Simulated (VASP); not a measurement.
SiC, 8 atoms in the cell. It takes space group P6_3mc (No. 186, hexagonal). Conventional cell: a = 3.094 Å, b = 3.094 Å, c = 10.129 Å, α = 90.00°, β = 90.00°, γ = 120.00°. Within 2.5 Å of Si (site symmetry 3m) lie 4 C at 1.90 Å. Si (site symmetry 3m) has 4 C at 1.89 to 1.90 Å within 2.5 Å. Within 2.5 Å of C (site symmetry 3m) lie 4 Si at 1.89 to 1.90 Å. Within 2.5 Å of C (site symmetry 3m) lie 4 Si at 1.90 Å. 

```yaml
Program: VASP 6.6.1
Task: vibrations by perturbation theory
Functional: PBE
Potentials_or_basis: VASP PAW PBE potentials, release 64 (Si, C)
Cutoff: 520 eV
k_mesh: 10 × 10 × 3
Occupations: gaussian, width 0.01 eV
Spin: no spin polarisation
Dipole_correction: no
Further_INCAR_settings: ALGO = Normal; EDIFF = 1e-08; IBRION = 8; NSW = 1
```

Potentials or basis: VASP PAW PBE potentials, release 64 (Si, C).

Run with:

```bash
$ cat potpaw_PBE.64/Si/POTCAR potpaw_PBE.64/C/POTCAR > POTCAR
$ mpirun -np 1 vasp_std > vasp.out
```

Hardware: 1 thread of Intel(R) Xeon(R) 6975P-C (Granite Rapids), with other jobs on the host.

**Question.** How long does it take, and how much memory?

**Answer.** It took 16 min on 1 thread of Intel(R) Xeon(R) 6975P-C (Granite Rapids), on a shared host, peak memory 0.67 GiB. Counts: scf iterations 220, k points 28.
